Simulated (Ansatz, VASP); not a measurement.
FePt in VASP and in Ansatz

The input INCAR:

```
SYSTEM = FePt
ALGO = Normal
EDIFF = 1E-6
ENCUT = 520
GGA = CA
ISIF = 2
ISMEAR = -1
ISPIN = 2
LASPH = .True.
LCHARG = .False.
LMAXMIX = 4
LORBIT = 11
LREAL = .False.
LWAVE = .False.
MAGMOM = 0 3
NBANDS = 20
NELM = 150
PREC = Accurate
SIGMA = 0.05
```

KPOINTS

```
k-points
0
Gamma
  10 10 7
  0 0 0
```

The input POSCAR:

```
FePt
1.0
    2.7052209258      0.0000000000      0.0000000000
    0.0000000000      2.7052209258      0.0000000000
    0.0000000000      0.0000000000      3.6950328048
Pt Fe
1 1
Direct
    0.5000000000      0.5000000000      0.5000000000
    0.0000000000      0.0000000000      0.0000000000
```

Contents of input.yaml:

```yaml
crystal:
  lattice:
    - [2.7052209258, 0.0, 0.0]
    - [0.0, 2.7052209258, 0.0]
    - [0.0, 0.0, 3.6950328048]
  atoms:
    - { symbol: Pt, position: [0.5, 0.5, 0.5] }
    - { symbol: Fe, position: [0.0, 0.0, 0.0], spin: 3.0 }
kpoints:
  mp_grid: { grid: [10, 10, 7] }
scf:
  occupations: { method: fermi_dirac, width: 0.05 }
hamiltonian:
  xc: lda
  pseudopotentials: { kind: all_electron, lapw: { basis_error: 0.001 } }
magnetization:
  spin_polarized: true
output:
  forces: true
  stress: true
  eigenvalues: true
```

Change from the starting cell: volume scaled by 0.98.

Alike in both runs: task single point; functional LDA; k mesh 10 × 10 × 7; occupations fermi-dirac, width 0.05 eV; collinear spin.

```csv
,VASP,Ansatz
version,VASP 6.6.1,Ansatz 0.2.0
potentials or method,"VASP PAW LDA potentials, release 64 (Pt, Fe), cutoff 520 eV","all-electron LAPW, scalar-relativistic"
```

```csv
,VASP,Ansatz,Ansatz less VASP
gap on the k mesh at the Fermi level (eV),none,none,-
pressure (GPa),-8.5,-8.5,0.00
"traceless stress, the component that is largest in VASP (GPa)",0.85,0.82,-0.030
net moment per atom (μB),1.59,1.60,+0.011
size of the moment on the site where the two differ most (μB),2.77,2.85,+0.081
```

LDA's correlation is that of Perdew and Zunger in VASP and of Perdew and Wang (1992) in Ansatz. Site moments also hang on the region over which each program counts them. A gap of «none» marks a metal or a gap that the smearing closes. Ansatz ran all-electron here, and VASP with PAW potentials.

Neither program's run includes spin-orbit coupling.
